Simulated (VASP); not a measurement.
Here is a VASP 6.6.1 calculation.

INCAR

```
PREC = Accurate
ENCUT = 600
EDIFF = 1E-6
ISMEAR = 0
SIGMA = 0.1
LREAL = False
LASPH = True
NELM = 100
ALGO = Normal
ISIF = 3
LWAVE = False
LCHARG = False
GGA = PE
IBRION = 2
NSW = 90
EDIFFG = -0.04
```

KPOINTS

```
Automatic mesh
0
Gamma
  3 3 3
```

File POSCAR:

```
Ga2P3
1.0
    3.0455249500      1.7583346500      5.5596145000
   -3.0455249500      1.7583346500      5.5596145000
    0.0000000000     -3.5166693000      5.5596145000
Ga P
4 6
Direct
    0.8398072100      0.8398072100      0.8398072100
    0.6601927900      0.6601927900      0.6601927900
    0.3398072100      0.3398072100      0.3398072100
    0.1601927900      0.1601927900      0.1601927900
    0.2500000000      0.9277651900      0.5722348100
    0.5722348100      0.2500000000      0.9277651900
    0.9277651900      0.5722348100      0.2500000000
    0.0722348100      0.4277651900      0.7500000000
    0.4277651900      0.7500000000      0.0722348100
    0.7500000000      0.0722348100      0.4277651900
```

Potentials or basis: VASP PAW PBE potentials, release 64 (Ga_d, P).

Run with:

```bash
$ cat potpaw_PBE.64/Ga_d/POTCAR potpaw_PBE.64/P/POTCAR > POTCAR
$ mpirun -np 1 vasp_std > vasp.out
```

(1) Estimate the relaxed volume.

(2) Estimate the space group after relaxing (to 0.1 Å).

(3) What does it give for the relaxed cell?

(4) Estimate the band gap on the k mesh.

## Answers

(1) 20.77 Å³/atom.

(2) R-3c (No. 167).

(3) a = 7.538 Å, b = 7.538 Å, c = 7.538 Å, α = 46.77°, β = 46.77°, γ = 46.77°.

(4) zero (bands 41 and 42 overlap by 0.43 eV).

Caveat: the k points lie up to 0.42 Å⁻¹ apart in the final cell; the volume moved by over 15 % at a fixed basis, so the end points are rough; semilocal functionals underestimate gaps, so a narrow gap can read as zero.
